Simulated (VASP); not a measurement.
A run of VASP 6.6.1 is set up as follows.

File INCAR:

```
SYSTEM = Na
  PREC = Accurate
  ENCUT = 520
  EDIFF = 1E-6
  ISMEAR = 0
  SIGMA = 0.1
  LREAL = Auto
  LASPH = .TRUE.
  NELM = 100
  ALGO = Fast
  ISIF = 2
  LWAVE = .FALSE.
  LCHARG = .TRUE.
  GGA = CA
  LELF = .TRUE.
  LVHAR = .TRUE.
  NBANDS = 130
```

KPOINTS

```
Automatic mesh
0
G
  3 3 3
  0 0 0
```

POSCAR

```
Na
1.0
    8.1012357520      0.0000000000     -8.1012357520
    8.1012357520     -8.1012357520      0.0000000000
    0.0000000000     -8.1012357520     -8.1012357520
Na
31
Direct
    0.8750000000      0.3750000000      0.8750000000
    0.3750000000      0.8750000000      0.8750000000
    0.7577183374      0.7577183374      0.7577183374
    0.3750000000      0.3750000000      0.8750000000
    0.7577183374      0.2268449879      0.7577183374
    0.2268449879      0.7577183374      0.7577183374
    0.6250000000      0.6250000000      0.6250000000
    0.8750000000      0.8750000000      0.3750000000
    0.2484223095      0.2484223095      0.7547330714
    0.6167406426      0.1332593574      0.6167406426
    0.1332593574      0.6167406426      0.6167406426
    0.5015776905      0.5015776905      0.5015776905
    0.8750000000      0.3750000000      0.3750000000
    0.3750000000      0.8750000000      0.3750000000
    0.7577183374      0.7577183374      0.2268449879
    0.1332593574      0.1332593574      0.6167406426
    0.5015776905     -0.0047330714      0.5015776905
   -0.0047330714      0.5015776905      0.5015776905
    0.3750000000      0.3750000000      0.3750000000
    0.7547330714      0.2484223095      0.2484223095
    0.2484223095      0.7547330714      0.2484223095
    0.6167406426      0.6167406426      0.1332593574
   -0.0077183374      0.9922816626      0.5231550121
    0.2484223095      0.2484223095      0.2484223095
    0.6167406426      0.1332593574      0.1332593574
    0.1332593574      0.6167406426      0.1332593574
    0.5015776905      0.5015776905     -0.0047330714
    0.1250000000      0.1250000000      0.1250000000
    0.5231550121     -0.0077183374     -0.0077183374
   -0.0077183374      0.5231550121     -0.0077183374
   -0.0077183374     -0.0077183374     -0.0077183374
```

Potentials or basis: VASP PAW LDA potentials, release 64 (Na_pv).

Command:

```sh
$ cat potpaw_LDA.64/Na_pv/POTCAR > POTCAR
$ mpirun -np 1 vasp_std > vasp.out
```

Q: Predict the pressure.

A: -0.1 GPa.

Q: Estimate the band gap on the k mesh.

A: Zero (an odd number of electrons rules out a gap without spin polarisation).

Q: What does it give for the largest force?

A: 0.006 eV/Å.

Forces on the atoms (eV/Å):
```
Na   0.000  0.000  0.000
Na   0.000  0.000  0.000
Na  -0.001  0.001  0.001
Na   0.000  0.000  0.000
Na   0.001 -0.001  0.001
Na   0.001  0.001 -0.001
Na   0.000  0.000  0.000
Na   0.000  0.000  0.000
Na  -0.001 -0.001 -0.001
Na   0.000  0.000 -0.006
Na   0.000 -0.006  0.000
Na   0.001 -0.001 -0.001
Na   0.000  0.000  0.000
Na   0.000  0.000  0.000
Na  -0.001 -0.001 -0.001
Na  -0.006  0.000  0.000
Na  -0.001  0.001 -0.001
Na  -0.001 -0.001  0.001
Na   0.000  0.000  0.000
Na   0.001  0.001 -0.001
Na   0.001 -0.001  0.001
Na   0.006  0.000  0.000
Na   0.001  0.001  0.001
Na  -0.001  0.001  0.001
Na   0.000  0.006  0.000
Na   0.000  0.000  0.006
Na   0.001  0.001  0.001
Na   0.000  0.000  0.000
Na  -0.001 -0.001  0.001
Na  -0.001  0.001 -0.001
Na   0.001 -0.001 -0.001
```

Caveat: the cell differs from its parent crystal (atoms taken out, then relaxed in part).
